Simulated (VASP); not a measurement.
The system is Li4TmGe.

```
Li Tm Ge
1.0
     4.05819    0.00000    0.00000
     0.00000    4.05819    0.00000
     0.00000    0.00000    5.93155
Li Tm Ge
4 1 1
Direct
  0.50000 0.00000 0.05903
  0.00000 0.50000 0.05903
  0.50000 0.00000 0.46064
  0.00000 0.50000 0.46064
  0.50000 0.50000 0.08061
  0.50000 0.50000 0.48060
```

The cell was generated, and may not be a known phase.

- Program: VASP 6.6.1
- Task: relaxation of cell and atoms
- Functional: PBE
- Potentials or basis: VASP PAW PBE potentials, release 64 (Li_sv, Tm_3, Ge_d), 4f in core
- Cutoff: 750 eV
- k mesh: 4 × 4 × 3
- Occupations: gaussian, width 0.2 eV
- Spin: no spin polarisation

At the start: pressure 30.7 GPa; volume 16.28 Å³/atom.

Problem. Where does the relaxation end?

Solution. Over 14 steps the energy falls by 1376.1 meV/atom and the volume is 28.66 Å³/atom (+76.0 %); space group P4mm (No. 99, to 0.1 Å) before, P4/mmm (No. 123, to 0.1 Å).

Step by step:
```
step  energy change (eV)  largest force (eV/Å)  pressure (GPa)  volume (Å³)
   1              0.0000                3.5300           30.73        97.69
   2             -6.6494                0.6827            3.83       147.62
   3             -7.3127                0.5110            0.44       168.47
   4             -7.2486                0.5219           -3.31       215.03
   5             -7.4811                0.5122           -1.75       190.40
   6             -7.8908                0.6587           -1.22       183.35
   7             -7.9715                0.7456           -0.63       179.40
   8             -7.9724                0.7588           -0.52       178.79
   9             -8.0939                0.5829           -0.03       174.06
  10             -8.1761                0.3547            1.87       160.40
  11             -8.1968                0.3287            1.19       164.61
  12             -8.2467                0.1507           -0.01       170.99
  13             -8.2492                0.1120            0.19       169.75
  14             -8.2564                0.0761           -0.03       171.95
```

Final structure:
```xyz
6
Lattice="5.5463 0.0000 0.0000 0.0000 5.5463 0.0000 0.0000 0.0000 5.5900" Properties=species:S:1:pos:R:3 pbc="T T T"
Li    2.7731    0.0000    0.1173
Li    0.0000    2.7731    0.1173
Li    2.7731    5.5463    2.8815
Li    0.0000    2.7731    2.8815
Tm    2.7731    2.7731    0.0760
Ge    2.7731    2.7731    2.8733
```

Caveat: the k points lie up to 0.37 Å⁻¹ apart in the final cell, too coarse for converged energies and pressures of a metal; the volume moved by over 15 % at a fixed basis, so the end points are rough; the relaxation stopped at a loose force limit of 0.08 eV/Å, so its end isn't a converged minimum.
